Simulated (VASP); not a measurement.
Here is a VASP 6.6.1 calculation.

Contents of INCAR:

```
SYSTEM = EuS
ALGO = Normal
EDIFF = 1E-6
ENCUT = 600
GGA = RE
GGA_COMPAT = .FALSE.
ISIF = 2
ISMEAR = -1
ISPIN = 2
IVDW = 13
LASPH = .TRUE.
LCHARG = .FALSE.
LDAU = .TRUE.
LDAUJ = 0 0
LDAUL = 3 -1
LDAUPRINT = 1
LDAUTYPE = 2
LDAUU = 6 0
LMAXMIX = 6
LORBIT = 11
LREAL = .FALSE.
LWAVE = .FALSE.
MAGMOM = 4.9 0
NBANDS = 22
NELM = 200
PREC = Accurate
SIGMA = 0.1
```

The input KPOINTS:

```
k-points
0
G
  8 8 8
  0 0 0
```

File POSCAR:

```
EuS
1.0
    0.0000000000      2.9785000000      2.9785000000
    2.9785000000      0.0000000000      2.9785000000
    2.9785000000      2.9785000000      0.0000000000
Eu S
1 1
Direct
    0.0000000000      0.0000000000      0.0000000000
    0.5000000000      0.5000000000      0.5000000000
```

Potentials or basis: VASP PAW PBE potentials, release 64 (Eu, S).

Launch:

```bash
$ cat potpaw_PBE.64/Eu/POTCAR potpaw_PBE.64/S/POTCAR > POTCAR
$ mpirun -np 1 vasp_std > vasp.out
```

Q: Predict the site moments.

A: Eu +6.72; S -0.06 μB.

Q: What does it give for the dispersion energy per atom?

A: -0.431 eV.

Q: Estimate the pressure.

A: -0.3 GPa.

Q: Predict the net moment.

A: 7.00 μB per cell.

Eigenvalues of the final occupation matrices:
```tsv
site	spin	trace	eigenvalues
site 1 f	1	6.83	0.97 0.97 0.97 0.98 0.98 0.98 0.98
site 1 f	2	0.01	0.00 0.00 0.00 0.00 0.00 0.00 0.00
```

Caveat: the PAW data sets were made with another functional, which shifts forces and pressure a little; spin-orbit coupling is left out, which moves the levels of the heavy elements; a cell with one magnetic atom can't hold antiferromagnetic order, which such compounds often take. The state reached can hang on the start; a lower one may exist.
